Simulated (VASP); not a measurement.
A run of VASP 6.6.1 is set up as follows.

Contents of INCAR:

```
SYSTEM = MgCdSe
PREC     = Accurate       ! precision mode
ENCUT    = 520            ! plane-wave cutoff, eV
EDIFF    = 1E-7           ! SCF threshold, eV
ISMEAR   = 0              ! smearing method
SIGMA    = 0.1            ! smearing width, eV
LREAL    = .False.        ! projectors in reciprocal space
LASPH    = .True.         ! aspherical terms in the spheres
NELM     = 60             ! most SCF steps
ALGO     = Normal         ! electronic algorithm
ISIF     = 2              ! what is computed and relaxed
LWAVE    = .False.        ! write WAVECAR
LCHARG   = .False.        ! write CHGCAR
GGA      = PE             ! functional
NBANDS   = 17             ! bands
```

KPOINTS

```
Automatic mesh
0
Gamma
  4 4 4
  0 0 0
```

File POSCAR:

```
MgCdSe
1.0
    3.8445655600      0.0000000000      0.0000000000
    0.0000000000      3.8445655600      0.0000000000
    0.0000000000      0.0000000000      4.6633043800
Mg Cd Se
1 1 1
Direct
    0.5000000000      0.5000000000      0.5000000000
    0.5000000000      0.5000000000      0.0000000000
    0.0000000000      0.0000000000      0.0000000000
```

Potentials or basis: VASP PAW PBE potentials, release 64 (Mg, Cd, Se).

The run is started by

```console
$ cat potpaw_PBE.64/Mg/POTCAR potpaw_PBE.64/Cd/POTCAR potpaw_PBE.64/Se/POTCAR > POTCAR
$ mpirun -np 1 vasp_std > vasp.out
```

(1) Predict the band gap on the k mesh.

(2) What does it give for the pressure?

Answers

(1) zero (bands 10 and 11 overlap by 1.11 eV).

(2) 15.9 GPa.

Caveat: the k points lie up to 0.41 Å⁻¹ apart, too coarse for converged energies and pressures of a metal.
